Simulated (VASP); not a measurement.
A run of VASP 6.6.1:

Contents of INCAR:

```
PREC = Accurate
ENCUT = 520
EDIFF = 1E-6
ISMEAR = 0
SIGMA = 0.05
LREAL = False
LASPH = True
NELM = 80
ALGO = Normal
ISIF = 2
LWAVE = False
LCHARG = False
LDIPOL = True
IDIPOL = 3
DIPOL = 0.5 0.5 0.388
GGA = PE
IVDW = 12
NBANDS = 18
```

File KPOINTS:

```
regular mesh
0
Gamma
  9 9 1
```

POSCAR

```
Sb
1.0
    4.0686848921      0.0000000000      0.0000000000
   -2.0343424461      3.5235844766      0.0000000000
    0.0000000000      0.0000000000     20.8000277116
Sb
4
Direct
    0.3333333333      0.6666666667      0.2956733491
    0.6666666667      0.3333333333      0.2163458656
    0.6666666667      0.5555555556      0.5600967399
    0.3333333333      0.8888888889      0.4807692564
```

Potentials or basis: VASP PAW PBE potentials, release 64 (Sb).

Command:

```sh
$ cat potpaw_PBE.64/Sb/POTCAR > POTCAR
$ mpirun -np 1 vasp_std > vasp.out
```

Hardware: 1 thread of Intel(R) Xeon(R) Platinum 8375C CPU @ 2.90GHz (Ice Lake) (shared host).

Q: How long does it take, and how much memory?

A: Run time: 3.6 min on 1 thread of Intel(R) Xeon(R) Platinum 8375C CPU @ 2.90GHz (Ice Lake), on a shared host, peak memory 0.43 GiB. Counts: scf iterations 18, k points 25.
